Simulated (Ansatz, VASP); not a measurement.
# Two plane-wave programs on Sb

```
CELL_PARAMETERS angstrom
3.33531 0.00000 0.00000
-1.66766 2.88846 0.00000
0.00000 0.00000 5.33000
ATOMIC_POSITIONS crystal
Sb 0.33333 0.66667 0.25000
Sb 0.66667 0.33333 0.75000
```

Change from the starting cell: equal xx and yy strain of -1 %, PAW files.

Alike in both runs: task electric field gradients; functional PBEsol; k mesh 12 × 12 × 7; occupations fermi-dirac, width 0.05 eV; no spin polarisation.

```csv
,VASP,Ansatz
version,VASP 6.6.1,Ansatz 0.2.0
potentials or method,"VASP PAW PBE potentials, release 64 (Sb)","PAW with Ansatz's default frozen-core files, scalar-relativistic"
plane-wave cutoff (eV),520,420
valence electrons in the cell,10,30
```

VASP gave:

```
pressure (GPa)                                                : 1.3
traceless stress, the component that is largest in VASP (GPa) : -0.80
size of Vzz on the site where it differs most (V/Å²)          : 20.0
```

Question: Estimate Ansatz's values.

Answer: Pressure (GPa): 1.3; traceless stress, the component that is largest in VASP (GPa): -0.80; size of Vzz on the site where it differs most (V/Å²): 21.8.

VASP's potentials were made for PBE, not for PBEsol. VASP's potentials hold 10 valence electrons a cell and Ansatz's 30, so a difference there can come from the potentials and not from the codes.

Neither program's run includes spin-orbit coupling.
